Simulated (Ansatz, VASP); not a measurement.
**One calculation of GaN, two programs**

Contents of POSCAR:

```
GaN
1.0
    0.0000000000      2.1085152350      2.1085152350
    2.1085152350      0.0000000000      2.1085152350
    2.1085152350      2.1085152350      0.0000000000
Ga N
1 1
Direct
    0.0000000000      0.0000000000      0.0000000000
    0.5000000000      0.5000000000      0.5000000000
```

The input INCAR.step1:

```
SYSTEM = GaN
PREC = Accurate
ENCUT = 520
EDIFF = 1E-5
ISMEAR = 0
SIGMA = 0.01
LREAL = .FALSE.
LASPH = .TRUE.
NELM = 60
ALGO = Normal
ISIF = 2
LWAVE = .TRUE.
NBANDS = 16
GGA = PE
```

The input INCAR.step2:

```
SYSTEM = GaN
PREC = Accurate
ENCUT = 520
EDIFF = 1E-7
ISMEAR = 0
SIGMA = 0.01
LREAL = .FALSE.
LASPH = .TRUE.
NELM = 60
ALGO = Normal
ISIF = 2
LWAVE = .FALSE.
LCHARG = .TRUE.
GGA = PE
LHFCALC = .TRUE.
AEXX = 0.5
PRECFOCK = Normal
LELF = .TRUE.
LVHAR = .TRUE.
NBANDS = 16
ISTART = 1
```

The input KPOINTS:

```
regular mesh
0
G
  6 6 6
  0 0 0
```

Input for Ansatz:

```yaml
crystal:
  lattice:
    - [0.0, 2.108515235, 2.108515235]
    - [2.108515235, 0.0, 2.108515235]
    - [2.108515235, 2.108515235, 0.0]
  atoms:
    - { symbol: Ga, position: [0.0, 0.0, 0.0] }
    - { symbol: "N", position: [0.5, 0.5, 0.5] }
kpoints:
  mp_grid: { grid: [6, 6, 6] }
hamiltonian:
  xc: { exchange: pbe, correlation: pbe, exx: { coeff: 0.5 } }
scf:
  occupations: { method: fixed }
  n_extra_bands: 4
output:
  forces: true
  stress: true
  eigenvalues: true
```

Alike in both runs: task single point; functional PBE-based global hybrid with a share of 0.5 of exact exchange; k mesh 6 × 6 × 6; no spin polarisation.

```csv
,VASP,Ansatz
version,VASP 6.6.1,Ansatz 0.2.0
potentials or method,"VASP PAW PBE potentials, release 64 (Ga_d, N)",plane waves
plane-wave cutoff (eV),520,420
occupations,"gaussian, width 0.01 eV",fixed
valence electrons in the cell,18,18
```

|  | VASP | Ansatz | Ansatz less VASP |
| --- | --- | --- | --- |
| gap on the k mesh at the Fermi level (eV) | 4.80 | 4.75 | -0.048 |
| pressure (GPa) | -9.6 | -10.5 | -0.92 |

VASP's potentials were made for PBE, not for PBE-based global hybrid. Ansatz's warnings: stress exchange threshold loose, stress scf threshold loose.

The k mesh is coarse, so the values compare programs but aren't converged.
